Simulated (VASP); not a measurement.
Runs of VASP 6.6.1 on C. The structure is that of space group Fmmm (No. 69), or close to it. The cells are those of the table. 

| task | cell | k mesh | cutoff (eV) | smearing | gap on the mesh (eV) | pressure (GPa) |
| --- | --- | --- | --- | --- | --- | --- |
| relaxation of cell and atoms | relaxed from a = 4.649, b = 4.309, c = 2.468 Å, angles 81.8, 66.5, 31.7°, 2 atoms | 16 × 16 × 16 | 600 | gaussian 0.01 eV | 0.94 | 0.0 |
| single point | a = 4.802, b = 4.474, c = 2.466 Å, angles 82.1, 67.3, 30.6°, 2 atoms | 26 × 26 × 26 | 520 | gaussian 0.1 eV | (a) | 0.4 |
| single point | a = 4.741, b = 4.408, c = 2.466 Å, angles 82.0, 67.0, 31.0°, 2 atoms | 18 × 18 × 18 | 520 | gaussian 0.01 eV | 0.02 | 0.4 |
| single point | a = 4.800, b = 4.472, c = 2.466 Å, angles 82.1, 67.3, 30.6°, 2 atoms | 16 × 16 × 16 | 520 | gaussian 0.01 eV | 1.01 | 0.4 |

Alike in all rows: level PBE; potentials or basis VASP PAW PBE potentials, release 64 (C); no spin polarisation.

**Question.** Fill in the values left out.

**Answer.** (a) 0.50.

A k mesh can miss the band edges.
